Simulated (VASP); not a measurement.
Runs of VASP 6.6.1 on Ag. The structure is that of space group P6_3/mmc (No. 194), or close to it. The cells are those of the table. 

```csv
task,cell,cutoff (eV),smearing,gap on the mesh (eV),pressure (GPa)
single point,"a = 2.738, b = 2.738, c = 4.908 Å, angles 90.0, 90.0, 120.0°, 2 atoms",520,gaussian 0.1 eV,none,(a)
single point,"a = 2.934, b = 2.934, c = 4.799 Å, angles 90.0, 90.0, 120.0°, 2 atoms",520,gaussian 0.1 eV,none,0.0
single point,"a = 2.953, b = 2.953, c = 5.115 Å, angles 90.0, 90.0, 120.0°, 2 atoms",520,gaussian 0.1 eV,none,-5.3
relaxation of cell and atoms,"relaxed from a = 2.930, b = 2.930, c = 4.790 Å, angles 90.0, 90.0, 120.0°, 2 atoms",600,gaussian 0.1 eV,none,0.0
single point,"a = 3.081, b = 3.081, c = 4.605 Å, angles 90.0, 90.0, 120.0°, 2 atoms",520,gaussian 0.1 eV,none,-3.7
```

Alike in all rows: level PBE; potentials or basis VASP PAW PBE potentials, release 64 (Ag); no spin polarisation; k mesh 18 × 18 × 10.

Fill in the values left out.

(a) 15.8.

A k mesh can miss the band edges, and the runs leave out spin-orbit coupling on Ag.

A gap of «none» marks levels without a gap at the run's occupations.
